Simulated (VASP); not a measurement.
# Al in VASP: single point with PBE

Aim: the single point of Al with PBE.

Program: VASP 6.6.1. These are calculated values, not measurements. Logs are shortened: lines on timing, memory, paths and dates and some standing lists are left out, and cuts for length are marked.

## Step 1: The cell of the first run

The cell holds a slab with vacuum, 12 atoms: a = 4.811 Å, b = 4.811 Å, c = 29.341 Å, α = 90.00°, β = 90.00°, γ = 120.00°.

## Step 2: Single point, PBE

INCAR reads:

```
SYSTEM = Al
ALGO     = Normal         ! electronic algorithm
DIPOL    = 0.5 0.5 0.675
EDIFF    = 1E-6           ! SCF threshold, eV
ENCUT    = 400            ! plane-wave cutoff, eV
GGA      = PE             ! functional
GGA_COMPAT= .False.      
IDIPOL   = 3            
ISIF     = 2              ! what is computed and relaxed
ISMEAR   = 1              ! smearing method
LASPH    = .True.         ! aspherical terms in the spheres
LCHARG   = .True.         ! write CHGCAR
LDIPOL   = .True.       
LELF     = .True.         ! ELF
LREAL    = .False.        ! projectors in reciprocal space
LVACPOTAV= .True.       
LVHAR    = .True.       
LWAVE    = .False.        ! write WAVECAR
NBANDS   = 30             ! bands
NELM     = 120            ! most SCF steps
NELMDL   = -8           
PREC     = Accurate       ! precision mode
SIGMA    = 0.1            ! smearing width, eV
```

KPOINTS reads:

```
k-points
0
Gamma
  9 9 1
  0 0 0
```

POSCAR reads:

```
Al
1.0
    4.8111003134      0.0000000000      0.0000000000
   -2.4055501567      4.1665350613      0.0000000000
    0.0000000000      0.0000000000     29.3411004463
Al
12
Direct
    0.9831485860      0.3990741729      0.5287179147
    0.3237946720      1.0556088883      0.5555585645
    0.6504707496      0.7199646717      0.5551442598
    0.3183797965      0.3800877927      0.6359787093
    0.6601519430      1.0504573705      0.6359611260
    0.9888544414      0.7089611548      0.6323724321
    0.6590947990      0.3769692997      0.7179450924
    0.9902709261      1.0437391507      0.7157754649
    0.3218317297      0.7083271818      0.7178216928
    0.9913460544      0.3750133130      0.8005694804
    0.3265067982      1.0441978180      0.7994827619
    0.6558863430      0.7089706416      0.7994607999
```

Potentials or basis: VASP PAW PBE potentials, release 64 (Al).

Launch:

```bash
$ cat potpaw_PBE.64/Al/POTCAR > POTCAR
$ mpirun -np 1 vasp_std > vasp.out
```

OUTCAR:

```text
SYSTEM = Al
   EDIFF = 1E-6
   ENCUT = 400
   GGA = PE
   ISIF = 2
   ISMEAR = 1
   LASPH = .True.
   LREAL = .False.
   NELM = 120
   NELMDL = -8
   PREC = Accurate

 ion  position               nearest neighbor table
   1  0.983  0.399  0.529-   3 2.83   2 2.85   2 2.86   3 2.89   3 2.93   2 2.96
   2  0.324  0.056  0.556-   3 2.76   3 2.77   6 2.79   3 2.81   4 2.84   1 2.85   1 2.86   5 2.87
                             1 2.96
   3  0.650  0.720  0.555-   2 2.76   2 2.77   2 2.81   6 2.81   1 2.83   5 2.84   4 2.87   1 2.89
                             1 2.93
   4  0.318  0.380  0.636-   5 2.74   6 2.75   5 2.79   6 2.80   5 2.80   6 2.80   8 2.84   2 2.84
                             9 2.87   3 2.87   7 2.91
   5  0.660  0.050  0.636-   4 2.74   6 2.75   4 2.79   6 2.79   4 2.80   6 2.80   8 2.84   3 2.84
                             2 2.87   7 2.87   9 2.91
   6  0.989  0.709  0.632-   4 2.75   5 2.75   2 2.79   5 2.79   4 2.80   4 2.80   5 2.80   3 2.81
                             8 2.93   7 2.97   9 2.98
   7  0.659  0.377  0.718-   9 2.76   8 2.77   8 2.78   9 2.79   9 2.79   8 2.79   5 2.87  11 2.88
                            12 2.88  10 2.91   4 2.91   6 2.97
   8  0.990  0.044  0.716-   7 2.77   9 2.77   7 2.78   9 2.78   9 2.79   7 2.79   4 2.84   5 2.84
                             6 2.93  12 2.94  11 2.94  10 2.95
   9  0.322  0.708  0.718-   7 2.76   8 2.77   8 2.78   8 2.79   7 2.79   7 2.79   4 2.87  12 2.88
                            11 2.88  10 2.91   5 2.91   6 2.98
  10  0.991  0.375  0.801-  12 2.77  11 2.77  11 2.78  12 2.78  11 2.79  12 2.79   9 2.91   7 2.91
                             8 2.95
  11  0.327  0.044  0.799-  12 2.77  12 2.77  10 2.77  10 2.78  10 2.79  12 2.79   7 2.88   9 2.88
                             8 2.94
  12  0.656  0.709  0.799-  10 2.77  11 2.77  11 2.77  10 2.78  10 2.79  11 2.79   7 2.88   9 2.88
                             8 2.94

  LATTYP: Found a hexagonal cell.
 ALAT       =     4.8111003134
 C/A-ratio  =     6.0986257893

  Lattice vectors:

 A1 = (   4.8111003134,   0.0000000000,   0.0000000000)
 A2 = (  -2.4055501567,   4.1665350613,   0.0000000000)
 A3 = (   0.0000000000,   0.0000000000,  29.3411004463)

Analysis of symmetry for initial positions (statically):
=====================================================================
 Subroutine PRICEL returns:
 Original cell was already a primitive cell.

 Routine SETGRP: Setting up the symmetry group for a
 hexagonal supercell.

 Subroutine GETGRP returns: Found  1 space group operations
 (whereof  1 operations were pure point group operations)
 out of a pool of 24 trial point group operations.

The static configuration has the point symmetry C_1 .

Analysis of symmetry for dynamics (positions and initial velocities):
=====================================================================
 Subroutine PRICEL returns:
 Original cell was already a primitive cell.

 Routine SETGRP: Setting up the symmetry group for a
 hexagonal supercell.

 Subroutine GETGRP returns: Found  1 space group operations
 (whereof  1 operations were pure point group operations)
 out of a pool of 24 trial point group operations.

The dynamic configuration has the point symmetry C_1 .

 Subroutine INISYM returns: Found  1 space group operations
 (whereof  1 operations are pure point group operations),
 and found     1 'primitive' translations

----------------------------------------------------------------------------------------

                                     Primitive cell

  volume of cell :     588.1605

  direct lattice vectors                    reciprocal lattice vectors
     4.811100313  0.000000000  0.000000000     0.207852660  0.120003790  0.000000000
    -2.405550157  4.166535061  0.000000000     0.000000000  0.240007581  0.000000000
     0.000000000  0.000000000 29.341100446     0.000000000  0.000000000  0.034081885

  length of vectors
     4.811100313  4.811100287 29.341100446     0.240007579  0.240007581  0.034081885

  position of ions in fractional coordinates (direct lattice)
     0.983148586  0.399074173  0.528717915
     0.323794672  0.055608888  0.555558564
     0.650470750  0.719964672  0.555144260
     0.318379796  0.380087793  0.635978709
     0.660151943  0.050457370  0.635961126
     0.988854441  0.708961155  0.632372432
     0.659094799  0.376969300  0.717945092
     0.990270926  0.043739151  0.715775465
     0.321831730  0.708327182  0.717821693
     0.991346054  0.375013313  0.800569480
     0.326506798  0.044197818  0.799482762
     0.655886343  0.708970642  0.799460800

[... 36 lines left out ...]
 Subroutine IBZKPT returns following result:
 ===========================================

 Found     41 irreducible k-points:

 Following reciprocal coordinates:
            Coordinates               Weight
  0.000000  0.000000  0.000000      1.000000
  0.111111  0.000000  0.000000      2.000000
  0.000000  0.111111  0.000000      2.000000
 -0.111111  0.111111  0.000000      2.000000
  0.222222  0.000000  0.000000      2.000000
  0.000000  0.222222  0.000000      2.000000
[... 16 lines left out ...]
  0.333333  0.111111  0.000000      2.000000
 -0.111111  0.444444  0.000000      2.000000
 [... further k-points ...]
   k-points           NKPTS =     41   k-points in BZ     NKDIM =     41   number of bands    NBANDS=     30
   number of dos      NEDOS =    301   number of ions     NIONS =     12
   total plane-waves  NPLWV = 196608
   dimension x,y,z NGX =    32 NGY =   32 NGZ =  192
   dimension x,y,z NGXF=    64 NGYF=   64 NGZF=  384
   ions per type =              12
   NGX,Y,Z   is equivalent  to a cutoff of  11.06, 11.06, 10.88 a.u.
   NGXF,Y,Z  is equivalent  to a cutoff of  22.11, 22.11, 21.76 a.u.
 SYSTEM =  Al
   PREC   = accura    normal or accurate (medium, high low for compatibility)
   ISTART =      0    job   : 0-new  1-cont  2-samecut
   ICHARG =      2    charge: 1-file 2-atom 10-const
   ISPIN  =      1    spin polarized calculation?
   LNONCOLLINEAR =      F non collinear calculations
   LSORBIT =      F    spin-orbit coupling
   LASPH  =      T    aspherical Exc in radial PAW
   ENCUT  =  400.0 eV  29.40 Ry    5.42 a.u.   7.85  7.85 47.85*2*pi/ulx,y,z
   NELM   =    120;   NELMIN=  2; NELMDL= -8     # of ELM steps
   EDIFF  = 0.1E-05   stopping-criterion for ELM
   LREAL  =      F    real-space projection
   EDIFFG = 0.1E-04   stopping-criterion for IOM
   NSW    =      0    number of steps for IOM
   IBRION =     -1    ionic relax: 0-MD 1-quasi-New 2-CG
   NFREE  =      0    steps in history (QN), initial steepest desc. (CG)
   ISIF   =      2    stress and relaxation
   ISYM   =      2    0-nonsym 1-usesym 2-fastsym
   POTIM  = 0.5000    time-step for ionic-motion
   TEBEG  =    0.0;   TEEND  =   0.0 temperature during run
   PSTRESS=    0.0 pullay stress
   NELECT =      36.0000    total number of electrons
   NUPDOWN=      -1.0000    fix difference up-down
   EMIN   =  10.00;   EMAX   =-10.00  energy-range for DOS
   EFERMI =   0.00;   METHOD = LEGACY
   ISMEAR =     1;   SIGMA  =   0.10  broadening in eV -4-tet -1-fermi 0-gaus
   EFERMI_NEDOS =   21; number of points for ismear=-14 and -15
   IALGO  =     38    algorithm
   IMIX   =      4    mixing-type and parameters
     AMIX     =   0.40;   BMIX     =  1.00
     AMIX_MAG =   1.60;   BMIX_MAG =  1.00
  volume/ion in A,a.u.               =      49.01       330.76
  Fermi-wavevector in a.u.,A,eV,Ry     =   0.645174  1.219203  5.663423  0.416250
  Thomas-Fermi vector in A             =   1.712744
   LORBIT       =      0    0 simple, 1 ext, 2 COOP (PROOUT), +10 PAW based schemes
   GGA     = PE    functional components
   LHFCALC =     F    Hartree Fock is set to
   AEXX    =    0.0000 exact exchange contribution
   IVDW    =     0    specifies the selected vdW correction
   LEPSILON=     F    determine dielectric tensor
   LRPA    =     F    only Hartree local field effects (RPA)
 non-spin polarized calculation
 Methfessel and Paxton  Order N= 1 SIGMA  =   0.10
  energy-cutoff  :      400.00
  volume of cell :      588.16
 maximum number of plane-waves:     10721
   NGX = 15   NGY = 15   NGZ = 95

 dipolmoment           0.000000      0.000000      0.000088 electrons x Angstroem

 number of electron      36.0000000 magnetization

 dipolmoment           0.000000      0.000000     -0.002241 electrons x Angstroem

 Free energy of the ion-electron system (eV)
  ---------------------------------------------------
  ext. energy  EPLUGINS =         0.00000000
  ---------------------------------------------------
  free energy    TOTEN  =       -42.43704794 eV

  energy without entropy =      -42.43152066  energy(sigma->0) =      -42.43520552

 E-fermi :   0.0278     XC(G=0):  -4.0867

 val. band max:        0.0231829039   @ k =   0.0000   0.3333   0.0000
 cond. band min:       0.0291694165   @ k =   0.4444  -0.1111   0.0000
 fundamental gap:      0.0059865125
 Fermi energy:         0.0278426323

 k-point     1 :       0.0000    0.0000    0.0000
  band No.  band energies     occupation
      1     -10.8603      2.00000
      2      -9.7770      2.00000
      3      -8.3257      2.00000
      4      -6.4688      2.00000
      5      -3.9494      2.00000
      6      -2.8005      2.00000
[... 781 lines left out ...]
     29       4.0049      0.00000
     30       4.2392      0.00000

 [... further k-points ...]

------------------------ aborting loop because EDIFF is reached ----------------------------------------

  FORCE on cell =-STRESS in cart. coord.  units (eV):
  Direction    XX          YY          ZZ          XY          YZ          ZX
  --------------------------------------------------------------------------------------
  -------------------------------------------------------------------------------------
  Total       -0.3331091     -0.3648664      0.5539953     -0.0141959      0.0390769     -0.1372441
  in kB       -0.9074051     -0.9939136      1.5091097     -0.0386704      0.1064474     -0.3738596
  external PRESSURE =      -0.1307363 kB  Pullay stress =       0.0000000 kB

 VOLUME and BASIS-vectors are now :
 -----------------------------------------------------------------------------
  energy-cutoff  :      400.00
  volume of cell :      588.16
      direct lattice vectors                 reciprocal lattice vectors
     4.811100313  0.000000000  0.000000000     0.207852660  0.120003790  0.000000000
    -2.405550157  4.166535061  0.000000000     0.000000000  0.240007581  0.000000000
     0.000000000  0.000000000 29.341100446     0.000000000  0.000000000  0.034081885

 POSITION                                       TOTAL-FORCE (eV/Angst)
 -----------------------------------------------------------------------------------
      3.77003      1.66276     15.51317         0.101674     -0.087827      0.542248
      1.42404      0.23170     16.30070        -0.083919      0.064109     -0.311737
      1.39757      2.99976     16.28854        -0.022156      0.058477     -0.284607
      0.61744      1.58365     18.66032         0.012839      0.023140     -0.102904
      3.05468      0.21023     18.65980        -0.032335      0.012183     -0.111883
      3.05204      2.95391     18.55450         0.040830     -0.083387      0.070056
      2.26415      1.57066     21.06530        -0.043453      0.022270     -0.058483
      4.65908      0.18224     21.00164         0.038612     -0.060337      0.127533
     -0.15555      2.95127     21.06168        -0.003734      0.048069     -0.045139
      3.86735      1.56251     23.48959        -0.006695      0.006251      0.079929
      1.46454      0.18415     23.45770        -0.048346     -0.027663      0.046911
      1.45007      2.95395     23.45706         0.046682      0.024715      0.048076
 -----------------------------------------------------------------------------------
    total drift:                               -0.000004      0.000006     -0.000002

  FREE ENERGIE OF THE ION-ELECTRON SYSTEM (eV)
  ---------------------------------------------------
  free  energy   TOTEN  =       -42.4370479437 eV

  energy  without entropy=      -42.4315206594  energy(sigma->0) =      -42.43520552

 vacuum level on the upper side and lower side of the slab         4.094         4.114
```

Run time: 25 min. Hardware: 1 thread of Oxide Virtual Turin-like, shared host; peak memory 0.61 GiB.

Results:

* Free energy: -42.4370 eV
* Largest force: 0.559 eV/Å
* Band gap on the k mesh: zero (bands 18 and 19 overlap by 1.13 eV)

Forces on the atoms (eV/Å):
```
Al   0.102 -0.088  0.542
Al  -0.084  0.064 -0.312
Al  -0.022  0.058 -0.285
Al   0.013  0.023 -0.103
Al  -0.032  0.012 -0.112
Al   0.041 -0.083  0.070
Al  -0.043  0.022 -0.058
Al   0.039 -0.060  0.128
Al  -0.004  0.048 -0.045
Al  -0.007  0.006  0.080
Al  -0.048 -0.028  0.047
Al   0.047  0.025  0.048
```
